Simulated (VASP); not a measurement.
Al: single point with r2SCAN

Crystal: Al.

```
CELL_PARAMETERS angstrom
-1.59122 1.59122 1.59122
1.59122 -1.59122 1.59122
1.59122 1.59122 -1.59122
ATOMIC_POSITIONS crystal
Al 0.00000 0.00000 0.00000
```

- Program: VASP 6.6.1
- Task: single point
- Functional: r2SCAN
- Potentials or basis: VASP PAW PBE potentials, release 64 (Al)
- Cutoff: 520 eV
- k mesh: 12 × 12 × 12
- Occupations: fermi-dirac, width 0.3 eV
- Spin: no spin polarisation

```json
{
  "Pressure": "0.5 GPa"
}
```

Levels at points of the mesh, in eV from the Fermi level:
```csv
k point,band 1,band 2,band 3,band 4
"(0.00, 0.00, 0.00)",-12.03,14.18,14.18,14.18
"(0.50, 0.00, 0.00)",-4.81,-4.03,8.73,9.01
"(0.50, 0.50, 0.50)",2.05,2.05,2.05,2.93
```

Run time: 14 s on 1 thread of Intel Xeon 6975P-C, with other jobs on the host, peak memory 0.12 GiB.

Caveat: the PAW data sets were made with another functional, which shifts forces and pressure a little.
